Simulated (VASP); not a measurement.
Input of a VASP 6.6.1 run:

File INCAR:

```
PREC     = Accurate       # precision mode
ENCUT    = 520            # plane-wave cutoff, eV
EDIFF    = 1E-6           # SCF threshold, eV
ISMEAR   = 0              # smearing method
SIGMA    = 0.1            # smearing width, eV
LREAL    = F              # projectors in reciprocal space
LASPH    = T              # aspherical terms in the spheres
NELM     = 80             # most SCF steps
ALGO     = Normal         # electronic algorithm
ISIF     = 2              # what is computed and relaxed
LWAVE    = F              # write WAVECAR
LCHARG   = T              # write CHGCAR
GGA      = PE             # functional
LELF     = T              # ELF
LVHAR    = T            
NBANDS   = 34             # bands
```

KPOINTS

```
regular mesh
0
Gamma
  6 6 2
```

File POSCAR:

```
Mg2Ge3N
1.0
    3.5738895200      0.0000000000      0.0000000000
    0.0000000000      3.5738895200      0.0000000000
    0.0000000000      0.0000000000      7.8881520400
Mg Ge N
2 3 1
Direct
    0.0000000000      0.5000000000      0.7365000200
    0.5000000000      0.0000000000      0.2634999800
    0.5000000000      0.5000000000      0.0000000000
    0.0000000000      0.5000000000      0.3835000100
    0.5000000000      0.0000000000      0.6164999900
    0.0000000000      0.0000000000      0.0000000000
```

Potentials or basis: VASP PAW PBE potentials, release 64 (Mg, Ge_d, N).

Command:

```sh
$ cat potpaw_PBE.64/Mg/POTCAR potpaw_PBE.64/Ge_d/POTCAR potpaw_PBE.64/N/POTCAR > POTCAR
$ mpirun -np 1 vasp_std > vasp.out
```

Task: What does it give for the pressure?

Result: 0.3 GPa.

Task: Predict the band gap on the k mesh.

Result: Zero (an odd number of electrons rules out a gap without spin polarisation).

Task: Estimate the largest force.

Result: 1.384 eV/Å.

Stress tensor (GPa, compression positive):
```
-1.56  0.00  0.00
 0.00 -1.56  0.00
 0.00  0.00  3.95
```

Caveat: the k points lie up to 0.40 Å⁻¹ apart, too coarse for converged energies and pressures of a metal; forces of over 1 eV/Å act on the atoms, so gaps and moduli don't describe the material at rest.
